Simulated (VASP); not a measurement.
# MgH2 (Fm-3m) in VASP: single point with PBE-based global hybrid with 50 % exact exchange

Aim: the single point of MgH2 with PBE-based global hybrid with 50 % exact exchange.

Everything below comes from runs of VASP 6.6.1. Logs are shortened: lines on timing, memory, paths and dates and some standing lists are left out, and cuts for length are marked.

**1. The cell of the first run**

The structure is cubic, space group Fm-3m (No. 225). Conventional cell: a = 4.730 Å, b = 4.730 Å, c = 4.730 Å, α = 90.00°, β = 90.00°, γ = 90.00°. Within 2.7 Å of Mg (site symmetry m-3m) lie 8 H at 2.05 Å. Within 2.7 Å of H (site symmetry -43m) lie 4 Mg at 2.05 Å and 6 H at 2.36 Å.

**2. Single point, PBE-based global hybrid with 50 % exact exchange**

Contents of POSCAR:

```
MgH2
1.0
    0.0000000000      2.3649613280      2.3649613280
    2.3649613280      0.0000000000      2.3649613280
    2.3649613280      2.3649613280      0.0000000000
Mg H
1 2
Direct
    0.0000000000      0.0000000000      0.0000000000
    0.2500000000      0.2500000000      0.2500000000
    0.7500000000      0.7500000000      0.7500000000
```

Contents of INCAR.step1:

```
  PREC = Accurate
  ENCUT = 620
  EDIFF = 1E-5
  ISMEAR = -1
  SIGMA = 0.02
  LREAL = False
  LASPH = True
  NELM = 120
  ALGO = Normal
  ISIF = 2
  LWAVE = True
  LCHARG = False
  GGA = PE
  NBANDS = 13
  GGA_COMPAT = False
```

Contents of INCAR.step2:

```
  PREC = Accurate
  ENCUT = 620
  EDIFF = 1E-6
  ISMEAR = -1
  SIGMA = 0.02
  LREAL = False
  LASPH = True
  NELM = 120
  ALGO = Normal
  ISIF = 2
  LWAVE = False
  LCHARG = False
  GGA = PE
  LHFCALC = True
  AEXX = 0.5
  PRECFOCK = Normal
  ISTART = 1
  NBANDS = 13
  GGA_COMPAT = False
```

Contents of KPOINTS:

```
regular mesh
0
Gamma
  4 4 4
```

Potentials or basis: VASP PAW PBE potentials, release 64 (Mg_sv, H).

Run with:

```console
cat potpaw_PBE.64/Mg_sv/POTCAR potpaw_PBE.64/H/POTCAR > POTCAR
cp INCAR.step1 INCAR
mpirun -np 1 vasp_std > vasp.out
cp INCAR.step2 INCAR
mpirun -np 1 vasp_std > vasp.out
```

OUTCAR:

```text
PREC = Accurate
   ENCUT = 620
   EDIFF = 1E-6
   ISMEAR = -1
   LREAL = False
   LASPH = True
   NELM = 120
   ISIF = 2
   GGA = PE
   LHFCALC = True
   AEXX = 0.5
   PRECFOCK = Normal
   ISTART = 1

 ion  position               nearest neighbor table
   1  0.000  0.000  0.000-
   2  0.250  0.250  0.250-
   3  0.750  0.750  0.750-

  LATTYP: Found a face centered cubic cell.
 ALAT       =     4.7299226560

  Lattice vectors:

 A1 = (   0.0000000000,   2.3649613280,   2.3649613280)
 A2 = (   2.3649613280,   0.0000000000,   2.3649613280)
 A3 = (   2.3649613280,   2.3649613280,   0.0000000000)

Analysis of symmetry for initial positions (statically):
=====================================================================
 Subroutine PRICEL returns:
 Original cell was already a primitive cell.

 Routine SETGRP: Setting up the symmetry group for a
 face centered cubic supercell.

 Subroutine GETGRP returns: Found 48 space group operations
 (whereof 48 operations were pure point group operations)
 out of a pool of 48 trial point group operations.

The static configuration has the point symmetry O_h .

Analysis of symmetry for dynamics (positions and initial velocities):
=====================================================================
 Subroutine PRICEL returns:
 Original cell was already a primitive cell.

 Routine SETGRP: Setting up the symmetry group for a
 face centered cubic supercell.

 Subroutine GETGRP returns: Found 48 space group operations
 (whereof 48 operations were pure point group operations)
 out of a pool of 48 trial point group operations.

The dynamic configuration has the point symmetry O_h .

 Subroutine INISYM returns: Found 48 space group operations
 (whereof 48 operations are pure point group operations),
 and found     1 'primitive' translations

----------------------------------------------------------------------------------------

                                     Primitive cell

  volume of cell :      26.4547

  direct lattice vectors                    reciprocal lattice vectors
     0.000000000  2.364961328  2.364961328    -0.211419948  0.211419948  0.211419948
[... 84 lines left out ...]
   EMIN   =  10.00;   EMAX   =-10.00  energy-range for DOS
   EFERMI =   0.00;   METHOD = LEGACY
   ISMEAR =    -1;   SIGMA  =   0.02  broadening in eV -4-tet -1-fermi 0-gaus
   EFERMI_NEDOS =   21; number of points for ismear=-14 and -15
   IALGO  =     38    algorithm
   IMIX   =      1    mixing-type and parameters
     AMIX     =   0.40;   BMIX     =  1.00
     AMIX_MAG =   1.60;   BMIX_MAG =  1.00
  volume/ion in A,a.u.               =       8.82        59.51
  Fermi-wavevector in a.u.,A,eV,Ry     =   1.257866  2.377023 21.527519  1.582228
  Thomas-Fermi vector in A             =   2.391504
   LORBIT       =      0    0 simple, 1 ext, 2 COOP (PROOUT), +10 PAW based schemes
   GGA     = PE    functional components
   LHFCALC =     T    Hartree Fock is set to
   PRECFOCK=normal    Normal, Fast or Accurate (Low or Medium for compatibility)
   ENCUT4O =  -1.0   cutoff for four orbital integrals eV
   NKREDX  =     1    reduce k-point grid by
   NKREDY  =     1    reduce k-point grid by
   NKREDZ  =     1    reduce k-point grid by
   AEXX    =    0.5000 exact exchange contribution
   HFSCREEN=    0.0000 screening length (either q_TF or 0.3 A-1)
   HFSCREENC=   0.0000 screening length for correlation (either q_TF or 0.3 A-1)
   ENCUTFOCK=  -1.0 apply spherical cutoff to Coloumb kernel
   IVDW    =     0    specifies the selected vdW correction
   LEPSILON=     F    determine dielectric tensor
   LRPA    =     F    only Hartree local field effects (RPA)
 non-spin polarized calculation
  energy-cutoff  :      620.00
  volume of cell :       26.45
 maximum number of plane-waves:       941
  NGX = 24; NGY = 24; NGZ = 24

 number of electron      12.0000000 magnetization

 Free energy of the ion-electron system (eV)
  ---------------------------------------------------
  ext. energy  EPLUGINS =         0.00000000
  ---------------------------------------------------
  free energy    TOTEN  =       -11.70430919 eV

  energy without entropy =      -11.70311573  energy(sigma->0) =      -11.70371246

 E-fermi :   3.2661     XC(G=0):  -5.3589

 val. band max:       -0.2025028368   @ k =   0.2500   0.2500   0.0000
 cond. band min:       3.2799856206   @ k =   0.5000   0.5000   0.0000
 fundamental gap:      3.4824884574
 Fermi energy:         3.2661226770

 k-point     1 :       0.0000    0.0000    0.0000
  band No.  band energies     occupation
      1     -85.4354      2.00000
      2     -48.4728      2.00000
      3     -48.4728      2.00000
      4     -48.4728      2.00000
      5     -10.9825      2.00000
      6       3.8687      0.00000
      7      14.3657      0.00000
      8      14.3657      0.00000
      9      14.3657      0.00000
     10      17.3780      0.00000
     11      17.3780      0.00000
     12      17.3780      0.00000
     13      18.1504      0.00000
[... 98 lines left out ...]
  band No.  band energies     occupation
      1     -85.4321      2.00000
      2     -48.4884      2.00000
      3     -48.4884      2.00000
      4     -48.4799      2.00000
      5      -4.3171      2.00000
      6      -4.3171      2.00000
      7       5.1564      0.00000
      8       6.1101      0.00000
      9      15.0759      0.00000
     10      15.0759      0.00000
     11      18.7938      0.00000
     12      20.3380      0.00000
     13      26.7498      0.00000

------------------------ aborting loop because EDIFF is reached ----------------------------------------

  FORCE on cell =-STRESS in cart. coord.  units (eV):
  Direction    XX          YY          ZZ          XY          YZ          ZX
  --------------------------------------------------------------------------------------
  -------------------------------------------------------------------------------------
  Total       -0.1890619     -0.1890619     -0.1890619      0.0000000      0.0000000     -0.0000000
  in kB      -11.4501832    -11.4501832    -11.4501832      0.0000000      0.0000000     -0.0000000
  external PRESSURE =     -11.4501832 kB  Pullay stress =       0.0000000 kB

 VOLUME and BASIS-vectors are now :
 -----------------------------------------------------------------------------
  energy-cutoff  :      620.00
  volume of cell :       26.45
      direct lattice vectors                 reciprocal lattice vectors
     0.000000000  2.364961328  2.364961328    -0.211419948  0.211419948  0.211419948
     2.364961328  0.000000000  2.364961328     0.211419948 -0.211419948  0.211419948
     2.364961328  2.364961328  0.000000000     0.211419948  0.211419948 -0.211419948

 POSITION                                       TOTAL-FORCE (eV/Angst)
 -----------------------------------------------------------------------------------
      0.00000      0.00000      0.00000         0.000000      0.000000      0.000000
      1.18248      1.18248      1.18248         0.000000      0.000000      0.000000
      3.54744      3.54744      3.54744        -0.000000     -0.000000     -0.000000
 -----------------------------------------------------------------------------------
    total drift:                                0.000000      0.000000      0.000000

  FREE ENERGIE OF THE ION-ELECTRON SYSTEM (eV)
  ---------------------------------------------------
  free  energy   TOTEN  =       -11.7043091894 eV

  energy  without entropy=      -11.7031157253  energy(sigma->0) =      -11.70371246
```

OUTCAR.step1:

```text
PREC = Accurate
   ENCUT = 620
   EDIFF = 1E-5
   ISMEAR = -1
   LREAL = False
   LASPH = True
[... 332 lines left out ...]
      0.00000      0.00000      0.00000         0.000000      0.000000      0.000000
      1.18248      1.18248      1.18248         0.000000     -0.000000     -0.000000
      3.54744      3.54744      3.54744        -0.000000      0.000000     -0.000000
 -----------------------------------------------------------------------------------
    total drift:                               -0.000000     -0.000000      0.000000

  FREE ENERGIE OF THE ION-ELECTRON SYSTEM (eV)
  ---------------------------------------------------
  free  energy   TOTEN  =        -8.5348936897 eV

  energy  without entropy=       -8.5337002257  energy(sigma->0) =       -8.53429696
```

It took 2.2 min on 1 thread of Intel Xeon Platinum 8259CL at 2.50GHz (Skylake/Cascade Lake), shared host; peak memory 0.15 GiB.

What came out:

```yaml
Free_energy: -11.7043 eV
Pressure: -1.1 GPa
Band_gap_on_the_k_mesh: zero (bands 6 and 7 overlap by 0.59 eV)
```

Caveat: the k points lie up to 0.58 Å⁻¹ apart, too coarse for converged energies and pressures of a metal; the structure was generated, so it needn't be the stable form of MgH2; the PAW data sets were made with another functional, which shifts forces and pressure a little.

The gap in the log of VASP goes by the Fermi energy; the results here count the filled bands.